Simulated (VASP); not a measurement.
# SnO2: single point with LDA

Crystal: SnO2.

```
CELL_PARAMETERS angstrom
4.72229 0.00000 0.00000
0.00000 4.72287 0.00000
0.00000 0.00000 3.19040
ATOMIC_POSITIONS crystal
Sn 0.50000 0.50000 0.50000
Sn 0.00000 0.00000 0.00000
O 0.30598 0.25430 0.00000
O 0.80598 0.24570 0.50000
O 0.19402 0.75430 0.50000
O 0.69402 0.74570 0.00000
```

This cell differs from its parent crystal: atoms shifted along a free coordinate.

| Item | Value |
| --- | --- |
| Program | VASP 6.6.1 |
| Task | single point |
| Functional | LDA |
| Potentials or basis | VASP PAW LDA potentials, release 64 (Sn_d, O) |
| Cutoff | 520 eV |
| k mesh | 6 × 6 × 8 |
| Occupations | gaussian, width 0.05 eV |
| Spin | no spin polarisation |

```yaml
Pressure: 4.2 GPa
Largest_force: 3.743 eV/Å
Band_gap_on_the_k_mesh: 1.20 eV (least direct gap 1.28 eV)
```

Forces on the atoms (eV/Å):
```
Sn   0.000  0.000  0.000
Sn   0.000  0.000  0.000
O    2.599  2.695  0.000
O    2.599 -2.695  0.000
O   -2.599  2.695  0.000
O   -2.599 -2.695  0.000
```

Stress tensor (GPa, compression positive):
```
14.34  0.00  0.00
 0.00  1.64  0.00
 0.00  0.00 -3.38
```

Levels at points of the mesh, in eV from the valence-band top:
| k point | band 23 | band 24 | band 25 | band 26 | band 27 | band 28 | band 29 | band 30 |
| --- | --- | --- | --- | --- | --- | --- | --- | --- |
| (0.00, 0.00, 0.00) | -0.96 | -0.55 | -0.46 | -0.08 | 1.20 | 6.13 | 6.21 | 7.13 |
| (0.50, 0.00, 0.00) | -0.94 | -0.94 | -0.30 | -0.30 | 4.64 | 4.64 | 7.97 | 7.97 |
| (0.00, 0.50, 0.00) | -0.92 | -0.92 | -0.21 | -0.21 | 4.46 | 4.46 | 7.17 | 7.17 |
| (0.50, 0.50, 0.00) | -1.13 | -1.13 | -0.55 | -0.55 | 5.50 | 5.50 | 7.69 | 7.69 |
| (0.00, 0.00, 0.50) | -1.54 | -1.54 | -0.89 | -0.89 | 5.87 | 5.87 | 8.73 | 8.73 |
| (0.50, 0.00, 0.50) | -1.11 | -1.11 | -0.17 | -0.17 | 6.17 | 6.17 | 7.15 | 7.15 |
| (0.00, 0.50, 0.50) | -0.69 | -0.69 | -0.62 | -0.62 | 6.32 | 6.32 | 7.14 | 7.14 |
| (0.50, 0.50, 0.50) | -0.52 | -0.52 | -0.47 | -0.47 | 3.66 | 3.66 | 9.63 | 9.63 |

It took 2.8 min on 1 thread of Intel Xeon 8259CL (shared host), peak memory 0.26 GiB.

Caveat: the cell differs from its parent crystal (atoms shifted along a free coordinate); the cell stands under pressure; spin-orbit coupling is left out, which moves the levels of the heavy elements; forces of over 1 eV/Å act on the atoms, so gaps and moduli don't describe the material at rest. A k mesh can miss the band edges.
